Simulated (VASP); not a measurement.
Wanted: the native input for a VASP 6.6.1 run.

```yaml
Task: single point
Functional: LDA
Potentials_or_basis: VASP PAW LDA potentials, release 64 (Co_sv, O)
Cutoff: 600 eV
k_mesh: 11 × 11 × 11
Occupations: fermi-dirac, width 0.05 eV
Spin: collinear spin, ferromagnetic start
Starting_moments: "[2.0, 0.0] μB"
Dipole_correction: no
Further_INCAR_settings: ALGO = Normal; EDIFF = 1e-06; NBANDS = 22
```

The structure of CoO lies in POSCAR:

```
CoO
1.0
    1.5054695445      0.8691832468      2.4399269062
   -1.5054695445      0.8691832468      2.4399269062
    0.0000000000     -1.7383664936      2.4399269062
Co O
1 1
Direct
    0.0000000000      0.0000000000      0.0000000000
    0.5000000000      0.5000000000      0.5000000000
```

One way to write it, as run:

INCAR

```
PREC     = Accurate       # precision mode
ENCUT    = 600            # plane-wave cutoff, eV
EDIFF    = 1E-6           # SCF threshold, eV
ISMEAR   = -1             # smearing method
SIGMA    = 0.05           # smearing width, eV
LREAL    = False          # projectors in reciprocal space
LASPH    = True           # aspherical terms in the spheres
NELM     = 200            # most SCF steps
ALGO     = Normal         # electronic algorithm
ISIF     = 2              # what is computed and relaxed
LWAVE    = False          # write WAVECAR
LCHARG   = True           # write CHGCAR
ISPIN    = 2              # spin polarisation
MAGMOM   = 2 0            # initial moments
LORBIT   = 11             # projections on sites
LMAXMIX  = 4              # l up to which the mixer works
GGA      = CA             # functional
LELF     = True           # ELF
LVHAR    = True         
NBANDS   = 22             # bands
GGA_COMPAT= False
```

KPOINTS

```
regular mesh
0
Gamma
  11 11 11
```

Potentials or basis: VASP PAW LDA potentials, release 64 (Co_sv, O).

Command:

```bash
$ cat potpaw_LDA.64/Co_sv/POTCAR potpaw_LDA.64/O/POTCAR > POTCAR
$ mpirun -np 1 vasp_std > vasp.out
```

It gave:

```
Pressure                                              : -21.1 GPa
Net moment                                            : 2.75 μB per cell
Site moments                                          : Co +2.35; O +0.29 μB
Valence electrons inside the program's atomic spheres : Co 14.90; O 4.93
```

Caveat: the cell stands under tension; a cell with one magnetic atom can't hold antiferromagnetic order, which such compounds often take.

Run time: 2.1 min on 1 thread of AMD EPYC 7R13 Processor (Zen 3), on a shared host, peak memory 0.19 GiB.
